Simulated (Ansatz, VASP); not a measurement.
**Ni: VASP beside Ansatz**

Contents of INCAR:

```
PREC = Accurate
ENCUT = 520
EDIFF = 1E-6
ISMEAR = -1
SIGMA = 0.1
LREAL = F
LASPH = T
NELM = 150
ALGO = Normal
ISIF = 2
LWAVE = F
LCHARG = T
ISPIN = 2
MAGMOM = 1 -1
LORBIT = 11
LMAXMIX = 4
GGA = PS
LELF = T
LVHAR = T
NBANDS = 21
```

File KPOINTS:

```
Automatic mesh
0
Gamma
  16 16 8
```

File POSCAR:

```
Ni
1.0
    2.3852223633      0.0000000000      0.0000000000
   -1.1926111816      2.0656655874      0.0000000000
    0.0000000000      0.0000000000      3.9683325681
Ni
2
Direct
    0.3333333333      0.6666666667      0.2500000000
    0.6666666667      0.3333333333      0.7500000000
```

Input for Ansatz:

```yaml
crystal:
  lattice:
    - [2.385222363250185, 0.0, 0.0]
    - [-1.1926111816250926, 2.0656655873761465, 0.0]
    - [0.0, 0.0, 3.968332568062755]
  atoms:
    - { symbol: Ni, position: [0.3333333333333333, 0.6666666666666666, 0.25], spin: 1.0 }
    - { symbol: Ni, position: [0.6666666666666666, 0.3333333333333333, 0.75], spin: -1.0 }
basis:
  ecutwfc: 500.0
kpoints:
  mp_grid:
    grid: [16, 16, 8]
hamiltonian:
  xc: pbesol
magnetization:
  spin_polarized: true
scf:
  occupations:
    method: fermi_dirac
    width: 0.1
```

Alike in both runs: task single point; functional PBEsol; k mesh 16 × 16 × 8; occupations fermi-dirac, width 0.1 eV; collinear spin.

|  | VASP | Ansatz |
| --- | --- | --- |
| version | VASP 6.6.1 | Ansatz 0.2.0 |
| potentials or method | VASP PAW PBE potentials, release 64 (Ni), cutoff 520 eV | plane waves, PAW |
| valence electrons in the cell | 20 | 36 |

Ansatz gave:

* net moment per atom (μB): 0.58
* size of the moment on the site where the two differ most (μB): 0.61

Task: Estimate VASP's values.

Result: net moment per atom (μB): 0.00; size of the moment on the site where the two differ most (μB): 0.00.

The net moments are unlike, so the other rows may belong to different states. VASP's potentials were made for PBE, not for PBEsol. Site moments also hang on the region over which each program counts them. VASP's potentials hold 20 valence electrons a cell and Ansatz's 36, so a difference there can come from the potentials and not from the codes. Ansatz's warnings: seeded moment not kept, structure snapped to symmetry.
